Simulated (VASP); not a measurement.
The system is Si.

```
Si
1.0
     3.84030    0.00000    0.00000
    -1.92015    3.32579    0.00000
     0.00000    0.00000    9.40677
Si
6
Direct
  0.00000 0.00000 0.00000
  0.00000 0.00000 0.25000
  0.33333 0.66667 0.33333
  0.33333 0.66667 0.58333
  0.66667 0.33333 0.66667
  0.66667 0.33333 0.91667
```

| Quantity | Value |
| --- | --- |
| Program | VASP 6.6.1 |
| Task | relaxation of cell and atoms |
| Functional | PBE |
| Potentials or basis | VASP PAW PBE potentials, release 64 (Si) |
| Cutoff | 600 eV |
| k mesh | 8 × 8 × 4 |
| Occupations | gaussian, width 0.03 eV |
| Spin | no spin polarisation |

At the start: pressure 1.9 GPa; volume 20.02 Å³/atom.

**Question.** Where does the relaxation end?

**Answer.** Over 6 steps the energy falls by 2.5 meV/atom and the volume is 20.44 Å³/atom (+2.1 %); space group Fd-3m (No. 227, to 0.05 Å).

Step by step:
| step | energy change (eV) | largest force (eV/Å) | pressure (GPa) | volume (Å³) |
| --- | --- | --- | --- | --- |
| 1 | 0.0000 | 0.0018 | 1.94 | 120.14 |
| 2 | -0.0082 | 0.0025 | -1.22 | 124.41 |
| 3 | -0.0149 | 0.0023 | 0.01 | 122.66 |
| 4 | -0.0149 | 0.0023 | -0.03 | 122.71 |
| 5 | -0.0149 | 0.0005 | 0.01 | 122.65 |
| 6 | -0.0149 | 0.0010 | 0.01 | 122.67 |

Final structure:
```xyz
6
Lattice="3.8673 0.0000 0.0000 -1.9336 3.3492 0.0000 0.0000 0.0000 9.4706" Properties=species:S:1:pos:R:3 pbc="T T T"
Si    0.0000    0.0000    9.4705
Si    1.9336    3.3492    2.3678
Si    0.0000    2.2328    3.1568
Si    0.0000    2.2328    5.5247
Si    1.9336    1.1164    6.3136
Si    1.9336    1.1164    8.6815
```
